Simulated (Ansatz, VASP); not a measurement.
## NiSb: VASP beside Ansatz

```
CELL_PARAMETERS angstrom
3.97673 0.00000 0.00000
-1.98837 3.44395 0.00000
0.00000 0.00000 5.15564
ATOMIC_POSITIONS crystal
Ni 0.00000 0.00000 0.00000
Ni 0.00000 0.00000 0.50000
Sb 0.33333 0.66667 0.25000
Sb 0.66667 0.33333 0.75000
```

Alike in both runs: functional PBE; k mesh 12 × 12 × 8; occupations gaussian, width 0.1 eV; no spin polarisation.

Ansatz relaxed the structure, and its values are those at the end. VASP's run is a single point on that final structure, the one shown.

|  | VASP | Ansatz |
| --- | --- | --- |
| version | VASP 6.6.1 | Ansatz 0.2.0 |
| potentials or method | VASP PAW PBE potentials, release 64 (Ni, Sb), cutoff 520 eV | scalar-relativistic, plane waves, PAW |
| valence electrons in the cell | 30 | 66 |

VASP gave:

| Property | Result |
| --- | --- |
| gap on the k mesh at the Fermi level (eV) | none |
| pressure (GPa) | -0.2 |

Problem. Which values does Ansatz return?

Solution. gap on the k mesh at the Fermi level (eV): none; pressure (GPa): 0.0.

A gap of «none» marks a metal or a gap that the smearing closes. VASP's potentials hold 30 valence electrons a cell and Ansatz's 66, so a difference there can come from the potentials and not from the codes.

Spin-orbit coupling is off throughout.
